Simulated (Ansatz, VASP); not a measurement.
**Two plane-wave programs on Tl2NiF6**

INCAR

```
PREC = Accurate
ENCUT = 520
EDIFF = 1E-7
ISMEAR = -1
SIGMA = 0.1
LREAL = False
LASPH = True
NELM = 80
ALGO = Normal
ISIF = 2
LWAVE = False
LCHARG = False
GGA = PE
NBANDS = 49
```

File KPOINTS:

```
Automatic mesh
0
Gamma
  6 6 6
```

The input POSCAR:

```
Tl2NiF6
1.0
    0.0000000000      3.9935500000      3.9935500000
    3.9935500000      0.0000000000      3.9935500000
    3.9935500000      3.9935500000      0.0000000000
F Ni Tl
6 1 2
Direct
    0.7980000000      0.2020000000      0.2020000000
    0.2020000000      0.7980000000      0.2020000000
    0.2020000000      0.7980000000      0.7980000000
    0.7980000000      0.2020000000      0.7980000000
    0.2020000000      0.2020000000      0.7980000000
    0.7980000000      0.7980000000      0.2020000000
    0.0000000000      0.0000000000      0.0000000000
    0.2500000000      0.2500000000      0.2500000000
    0.7500000000      0.7500000000      0.7500000000
```

Input for Ansatz:

```yaml
crystal:
  lattice:
    - [0.0, 3.99355, 3.99355]
    - [3.99355, 0.0, 3.99355]
    - [3.99355, 3.99355, 0.0]
  atoms:
    - { symbol: F, position: [0.798, 0.202, 0.202] }
    - { symbol: F, position: [0.202, 0.798, 0.202] }
    - { symbol: F, position: [0.202, 0.798, 0.798] }
    - { symbol: F, position: [0.798, 0.202, 0.798] }
    - { symbol: F, position: [0.202, 0.202, 0.798] }
    - { symbol: F, position: [0.798, 0.798, 0.202] }
    - { symbol: Ni, position: [0.0, 0.0, 0.0] }
    - { symbol: Tl, position: [0.25, 0.25, 0.25] }
    - { symbol: Tl, position: [0.75, 0.75, 0.75] }
  symmetry: { tolerance: 0.0003 }
kpoints:
  mp_grid: { grid: [6, 6, 6], shift: [0, 0, 0] }
  band_path:
    path:
      - [0.0, 0.0, 0.0]
      - [0.5, 0.0, 0.5]
      - [0.625, 0.25, 0.625]
      - [0.375, 0.375, 0.75]
      - [0.0, 0.0, 0.0]
      - [0.5, 0.5, 0.5]
      - [0.5, 0.25, 0.75]
      - [0.5, 0.0, 0.5]
    npoints: 8
magnetization:
  spin_polarized: false
scf:
  occupations: { method: fermi_dirac }
  lower_state_search: "off"
  max_iter: 200
hamiltonian:
  pseudopotentials: { kind: paw }
  xc: pbe
basis:
  ecutwfc: 420
  fft_grid_basis: typed
output:
  forces: true
  stress: true
  eigenvalues: true
  bader: true
  populations: true
  elf: true
  write_potential: true
  volumetric_format: npy
  dos:
    e_range: [-12, 8]
    de: 0.05
    projected: { site_lists: { F: [F], Ni: [Ni], Tl: [Tl] } }
  write_density: true
checkpoint:
  read: saved_state
```

Alike in both runs: task single point; functional PBE; k mesh 6 × 6 × 6; no spin polarisation.

|  | VASP | Ansatz |
| --- | --- | --- |
| version | VASP 6.6.1 | Ansatz 0.2.0 |
| potentials or method | VASP PAW PBE potentials, release 64 (F, Ni, Tl_d), cutoff 520 eV | PAW plane waves |
| occupations | fermi-dirac, width 0.1 eV | fermi-dirac |
| valence electrons in the cell | 78 | 86 |

```csv
,VASP,Ansatz,Ansatz less VASP
rms of the force components (eV/Å),3.187,3.150,-0.0365
```

Atom by atom the forces differ by 0.037 eV/Å (rms over components). VASP's potentials hold 78 valence electrons a cell and Ansatz's 86, so a difference there can come from the potentials and not from the codes.

Spin-orbit coupling is off throughout.
